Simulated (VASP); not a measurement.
# Cd3Fe (Fm-3m) in VASP: further runs

Cd3Fe is run at these levels: PBE; tasks: relaxation of cell and atoms, single point.

All numbers are computed with VASP 6.6.1; they aren't measurements. Logs are shortened: lines on timing, memory, paths and dates and some standing lists are left out, and cuts for length are marked.

**1. The cell of the first run**

It takes space group Fm-3m (No. 225, cubic). Conventional cell: a = 6.724 Å, b = 6.724 Å, c = 6.724 Å, α = 90.00°, β = 90.00°, γ = 90.00°. Within 3.8 Å of Cd (site symmetry -43m) lie 10 Cd at 2.91 to 3.36 Å and 4 Fe at 2.91 Å. Cd (site symmetry m-3m) has 8 Cd at 2.91 Å and 6 Fe at 3.36 Å within 3.8 Å. Within 3.8 Å of Fe (site symmetry m-3m) lie 14 Cd at 2.91 to 3.36 Å.

**2. Relaxation of cell and atoms, PBE**

The input, INCAR:

```
PREC = Accurate
ENCUT = 600
EDIFF = 1E-6
ISMEAR = 0
SIGMA = 0.1
LREAL = False
LASPH = True
NELM = 60
ALGO = Fast
ISIF = 3
LWAVE = False
LCHARG = False
GGA = PE
IBRION = 2
NSW = 80
EDIFFG = -0.01
```

The input, KPOINTS:

```
Automatic mesh
0
Gamma
  12 12 12
```

The input, POSCAR:

```
Cd3Fe
1.0
    0.0000000000      3.3620524758      3.3620524758
    3.3620524758      0.0000000000      3.3620524758
    3.3620524758      3.3620524758      0.0000000000
Cd Fe
3 1
Direct
    0.2500000000      0.2500000000      0.2500000000
    0.7500000000      0.7500000000      0.7500000000
    0.5000000000      0.5000000000      0.5000000000
    0.0000000000      0.0000000000      0.0000000000
```

Potentials or basis: VASP PAW PBE potentials, release 64 (Cd, Fe).

On the command line:

```console
$ cat potpaw_PBE.64/Cd/POTCAR potpaw_PBE.64/Fe/POTCAR > POTCAR
$ mpirun -np 1 vasp_std > vasp.out
```

OUTCAR:

```text
PREC = Accurate
   ENCUT = 600
   EDIFF = 1E-6
   ISMEAR = 0
   LREAL = False
   LASPH = True
   NELM = 60
   ISIF = 3
   GGA = PE
   IBRION = 2
   NSW = 80
   EDIFFG = -0.01

 ion  position               nearest neighbor table
   1  0.250  0.250  0.250-   4 2.91   4 2.91   4 2.91   3 2.91   3 2.91   3 2.91   4 2.91   3 2.91
                             2 3.36   2 3.36   2 3.36   2 3.36   2 3.36   2 3.36
   2  0.750  0.750  0.750-   3 2.91   3 2.91   3 2.91   4 2.91   4 2.91   4 2.91   4 2.91   3 2.91
                             1 3.36   1 3.36   1 3.36   1 3.36   1 3.36   1 3.36
   3  0.500  0.500  0.500-   1 2.91   1 2.91   1 2.91   2 2.91   2 2.91   2 2.91   2 2.91   1 2.91
                             4 3.36   4 3.36   4 3.36   4 3.36   4 3.36   4 3.36
   4  0.000  0.000  0.000-   2 2.91   2 2.91   2 2.91   1 2.91   1 2.91   1 2.91   2 2.91   1 2.91
                             3 3.36   3 3.36   3 3.36   3 3.36   3 3.36   3 3.36

  LATTYP: Found a face centered cubic cell.
 ALAT       =     6.7241049516

  Lattice vectors:

 A1 = (   0.0000000000,   3.3620524758,   3.3620524758)
 A2 = (   3.3620524758,   0.0000000000,   3.3620524758)
 A3 = (   3.3620524758,   3.3620524758,   0.0000000000)

Analysis of symmetry for initial positions (statically):
=====================================================================
 Subroutine PRICEL returns:
 Original cell was already a primitive cell.

 Routine SETGRP: Setting up the symmetry group for a
 face centered cubic supercell.

 Subroutine GETGRP returns: Found 48 space group operations
 (whereof 48 operations were pure point group operations)
 out of a pool of 48 trial point group operations.

The static configuration has the point symmetry O_h .

Analysis of symmetry for dynamics (positions and initial velocities):
=====================================================================
 Subroutine PRICEL returns:
 Original cell was already a primitive cell.

 Routine SETGRP: Setting up the symmetry group for a
 face centered cubic supercell.

 Subroutine GETGRP returns: Found 48 space group operations
 (whereof 48 operations were pure point group operations)
 out of a pool of 48 trial point group operations.

The dynamic configuration has the point symmetry O_h .

 Subroutine INISYM returns: Found 48 space group operations
 (whereof 48 operations are pure point group operations),
 and found     1 'primitive' translations

----------------------------------------------------------------------------------------

                                     Primitive cell

  volume of cell :      76.0052

  direct lattice vectors                    reciprocal lattice vectors
     0.000000000  3.362052476  3.362052476    -0.148718678  0.148718678  0.148718678
     3.362052476  0.000000000  3.362052476     0.148718678 -0.148718678  0.148718678
     3.362052476  3.362052476  0.000000000     0.148718678  0.148718678 -0.148718678

  length of vectors
     4.754660209  4.754660209  4.754660209     0.257588307  0.257588307  0.257588307

  position of ions in fractional coordinates (direct lattice)
     0.250000000  0.250000000  0.250000000
     0.750000000  0.750000000  0.750000000
     0.500000000  0.500000000  0.500000000
     0.000000000  0.000000000  0.000000000

  ion indices of the primitive-cell ions
   primitive index   ion index
                 1           1
                 2           2
                 3           3
                 4           4

----------------------------------------------------------------------------------------

 KPOINTS: Automatic mesh

Automatic generation of k-mesh.
 Grid dimensions read from file:
 generate k-points for:   12   12   12

 Generating k-lattice:

  Cartesian coordinates                     Fractional coordinates (reciprocal lattice)
    -0.012393223  0.012393223  0.012393223     0.083333333  0.000000000  0.000000000
     0.012393223 -0.012393223  0.012393223     0.000000000  0.083333333  0.000000000
     0.012393223  0.012393223 -0.012393223     0.000000000  0.000000000  0.083333333

  Length of vectors
     0.021465692  0.021465692  0.021465692

  Shift w.r.t. Gamma in fractional coordinates (k-lattice)
     0.000000000  0.000000000  0.000000000

 Subroutine IBZKPT returns following result:
 ===========================================

 Found     72 irreducible k-points:

 Following reciprocal coordinates:
            Coordinates               Weight
  0.000000  0.000000  0.000000      1.000000
  0.083333  0.000000  0.000000      8.000000
  0.166667  0.000000  0.000000      8.000000
  0.250000  0.000000  0.000000      8.000000
  0.333333  0.000000  0.000000      8.000000
  0.416667  0.000000  0.000000      8.000000
[... 16 lines left out ...]
  0.500000  0.166667  0.000000     24.000000
 -0.416667  0.166667  0.000000     24.000000
 [... further k-points ...]
   k-points           NKPTS =     72   k-points in BZ     NKDIM =     72   number of bands    NBANDS=     26
   number of dos      NEDOS =    301   number of ions     NIONS =      4
   total plane-waves  NPLWV =  64000
   dimension x,y,z NGX =    40 NGY =   40 NGZ =   40
   dimension x,y,z NGXF=    80 NGYF=   80 NGZF=   80
   ions per type =               3   1
   NGX,Y,Z   is equivalent  to a cutoff of  13.99, 13.99, 13.99 a.u.
   NGXF,Y,Z  is equivalent  to a cutoff of  27.97, 27.97, 27.97 a.u.
 SYSTEM =  unknown system
   PREC   = accura    normal or accurate (medium, high low for compatibility)
   ISTART =      0    job   : 0-new  1-cont  2-samecut
   ICHARG =      2    charge: 1-file 2-atom 10-const
   ISPIN  =      1    spin polarized calculation?
   LNONCOLLINEAR =      F non collinear calculations
   LSORBIT =      F    spin-orbit coupling
   LASPH  =      T    aspherical Exc in radial PAW
   ENCUT  =  600.0 eV  44.10 Ry    6.64 a.u.   9.50  9.50  9.50*2*pi/ulx,y,z
   NELM   =     60;   NELMIN=  2; NELMDL= -5     # of ELM steps
   EDIFF  = 0.1E-05   stopping-criterion for ELM
   LREAL  =      F    real-space projection
   EDIFFG = -.1E-01   stopping-criterion for IOM
   NSW    =     80    number of steps for IOM
   IBRION =      2    ionic relax: 0-MD 1-quasi-New 2-CG
   NFREE  =      1    steps in history (QN), initial steepest desc. (CG)
   ISIF   =      3    stress and relaxation
   ISYM   =      2    0-nonsym 1-usesym 2-fastsym
   POTIM  = 0.5000    time-step for ionic-motion
   TEBEG  =    0.0;   TEEND  =   0.0 temperature during run
   PSTRESS=    0.0 pullay stress
   NELECT =      44.0000    total number of electrons
   NUPDOWN=      -1.0000    fix difference up-down
   EMIN   =  10.00;   EMAX   =-10.00  energy-range for DOS
   EFERMI =   0.00;   METHOD = LEGACY
   ISMEAR =     0;   SIGMA  =   0.10  broadening in eV -4-tet -1-fermi 0-gaus
   EFERMI_NEDOS =   21; number of points for ismear=-14 and -15
   IALGO  =     68    algorithm
   IMIX   =      4    mixing-type and parameters
     AMIX     =   0.40;   BMIX     =  1.00
     AMIX_MAG =   1.60;   BMIX_MAG =  1.00
  volume/ion in A,a.u.               =      19.00       128.23
  Fermi-wavevector in a.u.,A,eV,Ry     =   1.364409  2.578359 25.328767  1.861612
  Thomas-Fermi vector in A             =   2.490727
   LORBIT       =      0    0 simple, 1 ext, 2 COOP (PROOUT), +10 PAW based schemes
   GGA     = PE    functional components
   LHFCALC =     F    Hartree Fock is set to
   AEXX    =    0.0000 exact exchange contribution
   IVDW    =     0    specifies the selected vdW correction
   LEPSILON=     F    determine dielectric tensor
   LRPA    =     F    only Hartree local field effects (RPA)
 conjugate gradient relaxation of ions
 non-spin polarized calculation
 RMM-DIIS sequential band-by-band and
 Gauss-broadening in eV      SIGMA  =   0.10
  energy-cutoff  :      600.00
  volume of cell :       76.01
 maximum number of plane-waves:      2637
 NGX is ok and might be reduce to    40
   NGX = 19   NGY = 19   NGZ = 19

--------------------------------------- Ionic step        1  -------------------------------------------

 number of electron      44.0000003 magnetization

 Free energy of the ion-electron system (eV)
  ---------------------------------------------------
  ext. energy  EPLUGINS =         0.00000000
  ---------------------------------------------------
  free energy    TOTEN  =        -8.51595002 eV

  energy without entropy =       -8.49330179  energy(sigma->0) =       -8.50462590

------------------------ aborting loop because EDIFF is reached ----------------------------------------

  FORCE on cell =-STRESS in cart. coord.  units (eV):
  Direction    XX          YY          ZZ          XY          YZ          ZX
  --------------------------------------------------------------------------------------
  -------------------------------------------------------------------------------------
  Total       -1.5975184     -1.5975184     -1.5975184     -0.0000000     -0.0000000      0.0000000
  in kB      -33.6754177    -33.6754177    -33.6754177     -0.0000000     -0.0000000      0.0000000
  external PRESSURE =     -33.6754177 kB  Pullay stress =       0.0000000 kB

 VOLUME and BASIS-vectors are now :
 -----------------------------------------------------------------------------
  energy-cutoff  :      600.00
  volume of cell :       76.01
      direct lattice vectors                 reciprocal lattice vectors
     0.000000000  3.362052476  3.362052476    -0.148718678  0.148718678  0.148718678
     3.362052476  0.000000000  3.362052476     0.148718678 -0.148718678  0.148718678
     3.362052476  3.362052476  0.000000000     0.148718678  0.148718678 -0.148718678
[... 39 lines left out ...]
 POSITION                                       TOTAL-FORCE (eV/Angst)
 -----------------------------------------------------------------------------------
      1.64864      1.64864      1.64864         0.000000      0.000000      0.000000
      4.94591      4.94591      4.94591        -0.000000     -0.000000     -0.000000
      3.29728      3.29728      3.29728        -0.000000      0.000000      0.000000
      3.29728      6.59455      3.29728        -0.000000      0.000000      0.000000
 -----------------------------------------------------------------------------------
    total drift:                               -0.000000     -0.000000      0.000000

  FREE ENERGIE OF THE ION-ELECTRON SYSTEM (eV)
  ---------------------------------------------------
  free  energy   TOTEN  =        -8.5469797583 eV

  energy  without entropy=       -8.5258365471  energy(sigma->0) =       -8.53640815

--------------------------------------- Ionic step        3  -------------------------------------------

 number of electron      44.0000007 magnetization

 Free energy of the ion-electron system (eV)
  ---------------------------------------------------
  ext. energy  EPLUGINS =         0.00000000
  ---------------------------------------------------
  free energy    TOTEN  =        -8.55138012 eV

  energy without entropy =       -8.52989261  energy(sigma->0) =       -8.54063636

 E-fermi :   3.4653     XC(G=0): -11.6568

 val. band max:        3.4584179592   @ k =  -0.4167   0.4167   0.0000
 cond. band min:       3.4663054794   @ k =  -0.3333   0.3333   0.0833
 fundamental gap:      0.0078875202
 Fermi energy:         3.4653364943

 k-point     1 :       0.0000    0.0000    0.0000
  band No.  band energies     occupation
      1      -6.2484      2.00000
      2      -6.2484      2.00000
      3      -5.9559      2.00000
      4      -5.9559      2.00000
      5      -5.9559      2.00000
      6      -5.6815      2.00000
[... 18 lines left out ...]
     25       7.1814      0.00000
     26       7.6388      0.00000
[... 644 lines left out ...]
      4      -5.9374      2.00000
      5      -5.8499      2.00000
      6      -5.5751      2.00000
[... 18 lines left out ...]
     25       5.6056      0.00000
     26       7.9290      0.00000

 [... further k-points ...]

------------------------ aborting loop because EDIFF is reached ----------------------------------------

  FORCE on cell =-STRESS in cart. coord.  units (eV):
  Direction    XX          YY          ZZ          XY          YZ          ZX
  --------------------------------------------------------------------------------------
  -------------------------------------------------------------------------------------
  Total        0.0145712      0.0145712      0.0145712     -0.0000000     -0.0000000      0.0000000
  in kB        0.3208179      0.3208179      0.3208179     -0.0000000     -0.0000000      0.0000000
  external PRESSURE =       0.3208179 kB  Pullay stress =       0.0000000 kB

 VOLUME and BASIS-vectors are now :
 -----------------------------------------------------------------------------
  energy-cutoff  :      600.00
  volume of cell :       72.77
      direct lattice vectors                 reciprocal lattice vectors
    -0.000000000  3.313645433  3.313645433    -0.150891219  0.150891219  0.150891219
     3.313645433 -0.000000000  3.313645433     0.150891219 -0.150891219  0.150891219
     3.313645433  3.313645433  0.000000000     0.150891219  0.150891219 -0.150891219

 POSITION                                       TOTAL-FORCE (eV/Angst)
 -----------------------------------------------------------------------------------
      1.65682      1.65682      1.65682         0.000000      0.000000     -0.000000
      4.97047      4.97047      4.97047        -0.000000     -0.000000      0.000000
      3.31365      3.31365      3.31365        -0.000000     -0.000000     -0.000000
      0.00000     -0.00000      0.00000        -0.000000     -0.000000     -0.000000
 -----------------------------------------------------------------------------------
    total drift:                               -0.000000     -0.000000      0.000000

  FREE ENERGIE OF THE ION-ELECTRON SYSTEM (eV)
  ---------------------------------------------------
  free  energy   TOTEN  =        -8.5513801205 eV

  energy  without entropy=       -8.5298926064  energy(sigma->0) =       -8.54063636

 reached required accuracy - stopping structural energy minimisation
```

It took 11 min on 1 thread of Intel Xeon 8259CL, shared host; peak memory 0.37 GiB.

What came out:

```yaml
Free_energy: -8.5514 eV
Relaxed_volume: 18.19 Å³/atom
Relaxed_cell: a = 4.686 Å, b = 4.686 Å, c = 4.686 Å, α = 60.00°, β = 60.00°, γ = 60.00°
Space_group_after_relaxing_to_0.1_Å: Fm-3m (No. 225)
Energy_gained_by_relaxing: 8.9 meV/atom
Ionic_steps: 3
Pressure_after_relaxing: 0.0 GPa
Band_gap_on_the_k_mesh: zero (bands 22 and 23 overlap by 2.96 eV)
```

Step by step:
```
step  energy change (eV)  largest force (eV/Å)  pressure (GPa)  volume (Å³)
   1              0.0000                0.0000           -3.37        76.01
   2             -0.0310                0.0000            1.32        71.70
   3             -0.0354                0.0000            0.03        72.77
```

Final structure:
```
CELL_PARAMETERS angstrom
0.00000 3.31365 3.31365
3.31365 0.00000 3.31365
3.31365 3.31365 0.00000
ATOMIC_POSITIONS crystal
Cd 0.25000 0.25000 0.25000
Cd 0.75000 0.75000 0.75000
Cd 0.50000 0.50000 0.50000
Fe 0.00000 0.00000 0.00000
```

Caveat: the run has no spin polarisation, though such a crystal can be magnetic.

**3. Single point, PBE, collinear spin, ferromagnetic start**

The input, INCAR:

```
PREC = Accurate ; ENCUT = 520
EDIFF = 1E-6 ; ISMEAR = 0
SIGMA = 0.1 ; LREAL = False
LASPH = True ; NELM = 150
ALGO = Normal ; ISIF = 2
LWAVE = False ; LCHARG = False
ISPIN = 2 ; MAGMOM = 0 0 0 4.5
LORBIT = 11 ; LMAXMIX = 4
GGA = PE ; NBANDS = 34
```

KPOINTS is that of step 2.

POSCAR is that of step 2.

Potentials or basis: VASP PAW PBE potentials, release 64 (Cd, Fe).

On the command line:

```console
$ cat potpaw_PBE.64/Cd/POTCAR potpaw_PBE.64/Fe/POTCAR > POTCAR
$ mpirun -np 1 vasp_std > vasp.out
```

Run time: 5.2 min. Hardware: 1 thread of Intel Xeon Platinum 8259CL at 2.50GHz (Skylake/Cascade Lake), shared host; peak memory 0.42 GiB.

The run converged. Its results:

* Free energy: -9.2123 eV
* Pressure: 0.4 GPa
* Net moment: 2.58 μB per cell
* Site moments: Cd -0.04, -0.01 (each value once); Fe +2.65 μB
* Valence electrons inside the program's atomic spheres: Cd 10.35, 10.34 (each value once); Fe 6.79

Levels at points of the mesh, in eV from the Fermi level:
Spin up:
```csv
k point,band 21,band 22,band 23,band 24,band 25,band 26
"(0.00, 0.00, 0.00)",-2.43,2.24,2.92,3.15,3.15,3.15
"(0.50, 0.00, 0.00)",-2.18,-2.01,1.82,2.08,2.08,2.09
"(0.50, 0.50, 0.00)",-2.03,-2.03,-1.90,-1.90,0.72,0.82
```
Spin down:
```csv
k point,band 17,band 18,band 19,band 20,band 21,band 22,band 23,band 24,band 25,band 26
"(0.00, 0.00, 0.00)",-0.88,-0.88,-0.88,0.57,0.57,2.15,3.25,3.25,3.25,3.28
"(0.50, 0.00, 0.00)",-5.92,-0.91,-0.91,-0.27,0.24,0.24,1.76,2.23,2.23,2.91
"(0.50, 0.50, 0.00)",-4.99,-2.00,-1.87,-1.87,-0.10,-0.10,0.29,0.55,1.72,1.90
```
